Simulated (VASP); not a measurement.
# CdF2 (Fm-3m) in VASP: notebook, part 2 of 2

VASP 6.6.1. The steps go on from the part before.

### 4 Single point, PBEsol

This run uses another cell than the first one, of 12.05 Å³/atom.

File INCAR:

```
PREC = Accurate
ENCUT = 700
EDIFF = 1E-6
ISMEAR = 0
SIGMA = 0.01
LREAL = False
LASPH = True
NELM = 120
ALGO = Normal
ISIF = 2
LWAVE = False
LCHARG = False
GGA = PS
NBANDS = 24
GGA_COMPAT = False
```

File KPOINTS:

```
regular mesh
0
Gamma
  6 6 6
```

File POSCAR:

```
CdF2
1.0
    0.0000000000      2.6240461121      2.6240461121
    2.6240461121      0.0000000000      2.6240461121
    2.6240461121      2.6240461121      0.0000000000
Cd F
1 2
Direct
    0.0000000000      0.0000000000      0.0000000000
    0.2500000000      0.2500000000      0.2500000000
    0.7500000000      0.7500000000      0.7500000000
```

Potentials or basis: VASP PAW PBE potentials, release 64 (Cd_sv_GW, F).

Started as:

```
> cat potpaw_PBE.64/Cd_sv_GW/POTCAR potpaw_PBE.64/F/POTCAR > POTCAR
> mpirun -np 1 vasp_std > vasp.out
```

OUTCAR:

```text
PREC = Accurate
   ENCUT = 700
   EDIFF = 1E-6
   ISMEAR = 0
   LREAL = False
   LASPH = True
   NELM = 120
   ISIF = 2
   GGA = PS

 ion  position               nearest neighbor table
   1  0.000  0.000  0.000-   3 2.27   3 2.27   3 2.27   2 2.27   2 2.27   2 2.27   3 2.27   2 2.27

   2  0.250  0.250  0.250-   1 2.27   1 2.27   1 2.27   1 2.27
   3  0.750  0.750  0.750-   1 2.27   1 2.27   1 2.27   1 2.27

  LATTYP: Found a face centered cubic cell.
 ALAT       =     5.2480922242

  Lattice vectors:

 A1 = (   0.0000000000,   2.6240461121,   2.6240461121)
 A2 = (   2.6240461121,   0.0000000000,   2.6240461121)
 A3 = (   2.6240461121,   2.6240461121,   0.0000000000)

Analysis of symmetry for initial positions (statically):
=====================================================================
 Subroutine PRICEL returns:
 Original cell was already a primitive cell.

 Routine SETGRP: Setting up the symmetry group for a
 face centered cubic supercell.

 Subroutine GETGRP returns: Found 48 space group operations
[... 154 lines left out ...]
  free energy    TOTEN  =       -11.63350112 eV

  energy without entropy =      -11.63350112  energy(sigma->0) =      -11.63350112

 E-fermi :   1.4062     XC(G=0): -11.3173

 val. band max:        1.2831133399   @ k =  -0.3333   0.5000   0.1667
 cond. band min:       4.5028842947   @ k =   0.0000   0.0000   0.0000
 fundamental gap:      3.2197709548
 Fermi energy:         1.4062107440

 k-point     1 :       0.0000    0.0000    0.0000
  band No.  band energies     occupation
      1     -96.8602      2.00000
      2     -57.9939      2.00000
      3     -57.9939      2.00000
      4     -57.9939      2.00000
      5     -19.8906      2.00000
      6     -18.5168      2.00000
[... 421 lines left out ...]
     23      21.9044      0.00000
     24      22.3236      0.00000

------------------------ aborting loop because EDIFF is reached ----------------------------------------

  FORCE on cell =-STRESS in cart. coord.  units (eV):
  Direction    XX          YY          ZZ          XY          YZ          ZX
  --------------------------------------------------------------------------------------
  -------------------------------------------------------------------------------------
  Total        2.1742397      2.1742397      2.1742397      0.0000000     -0.0000000     -0.0000000
  in kB       96.3992441     96.3992441     96.3992441      0.0000000     -0.0000000     -0.0000000
  external PRESSURE =      96.3992441 kB  Pullay stress =       0.0000000 kB

 VOLUME and BASIS-vectors are now :
 -----------------------------------------------------------------------------
  energy-cutoff  :      700.00
  volume of cell :       36.14
      direct lattice vectors                 reciprocal lattice vectors
     0.000000000  2.624046112  2.624046112    -0.190545432  0.190545432  0.190545432
     2.624046112  0.000000000  2.624046112     0.190545432 -0.190545432  0.190545432
     2.624046112  2.624046112  0.000000000     0.190545432  0.190545432 -0.190545432

 POSITION                                       TOTAL-FORCE (eV/Angst)
 -----------------------------------------------------------------------------------
      0.00000      0.00000      0.00000        -0.000000      0.000000      0.000000
      1.31202      1.31202      1.31202        -0.000000     -0.000000     -0.000000
      3.93607      3.93607      3.93607         0.000000      0.000000      0.000000
 -----------------------------------------------------------------------------------
    total drift:                                0.000000     -0.000000      0.000000

  FREE ENERGIE OF THE ION-ELECTRON SYSTEM (eV)
  ---------------------------------------------------
  free  energy   TOTEN  =       -11.6335011218 eV

  energy  without entropy=      -11.6335011218  energy(sigma->0) =      -11.63350112
```

OSZICAR:

```text
N       E                     dE             d eps       ncg     rms          rms(c)
DAV:   1     0.692971428507E+03    0.69297E+03   -0.23291E+04   768   0.240E+03
DAV:   2     0.524522143451E+02   -0.64052E+03   -0.58493E+03   768   0.724E+02
DAV:   3    -0.106881976757E+02   -0.63140E+02   -0.62291E+02  1128   0.254E+02
DAV:   4    -0.128690430886E+02   -0.21808E+01   -0.21803E+01   840   0.501E+01
DAV:   5    -0.129581034550E+02   -0.89060E-01   -0.89058E-01  1224   0.104E+01    0.145E+01
DAV:   6    -0.116455306099E+02    0.13126E+01   -0.29689E+00  1144   0.427E+01    0.119E+01
DAV:   7    -0.116450109569E+02    0.51965E-03   -0.37112E-01   816   0.644E+00    0.767E+00
DAV:   8    -0.116395771357E+02    0.54338E-02   -0.10013E-01  1072   0.539E+00    0.125E+00
DAV:   9    -0.116335062233E+02    0.60709E-02   -0.28241E-02  1136   0.421E+00    0.305E-01
DAV:  10    -0.116334256284E+02    0.80595E-04   -0.22031E-03  1080   0.814E-01    0.127E-01
DAV:  11    -0.116334972761E+02   -0.71648E-04   -0.22981E-04  1088   0.394E-01    0.378E-02
DAV:  12    -0.116334974569E+02   -0.18076E-06   -0.23683E-05  1136   0.682E-02    0.556E-03
DAV:  13    -0.116335011386E+02   -0.36817E-05   -0.34742E-06   864   0.256E-02    0.624E-03
DAV:  14    -0.116335011218E+02    0.16757E-07   -0.93276E-08   624   0.149E-02
   1 F= -.11633501E+02 E0= -.11633501E+02  d E =-.487120E-69
```

Wall time 12 s (1 thread of Intel Xeon 6975P-C (Granite Rapids), shared host); peak memory 0.18 GiB.

What came out:

```yaml
Free_energy: -11.6335 eV
Pressure: 9.6 GPa
Band_gap_on_the_k_mesh: 3.22 eV (least direct gap 3.58 eV)
```

Caveat: the cell stands under pressure; the PAW data sets were made with another functional, which shifts forces and pressure a little. A k mesh can miss the band edges.

### 5 Overview

| cell | gap on the mesh (eV) | pressure (GPa) |
| --- | --- | --- |
| a = 3.736 Å, angles 60.0°, 3 atoms | 3.15 | 6.6 |
| a = 3.764 Å, angles 60.0°, 3 atoms | 3.07 | 3.6 |
| a = 3.711 Å, angles 60.0°, 3 atoms | 3.22 | 9.6 |

Alike in all rows: task single point; level PBEsol; potentials or basis VASP PAW PBE potentials, release 64 (Cd_sv_GW, F); no spin polarisation; k mesh 6 × 6 × 6; cutoff (eV) 700; smearing gaussian 0.01 eV.

Caveats: the cell stands under pressure; the PAW data sets were made with another functional, which shifts forces and pressure a little.

Absolute energies hang on the potentials; compare differences alone.
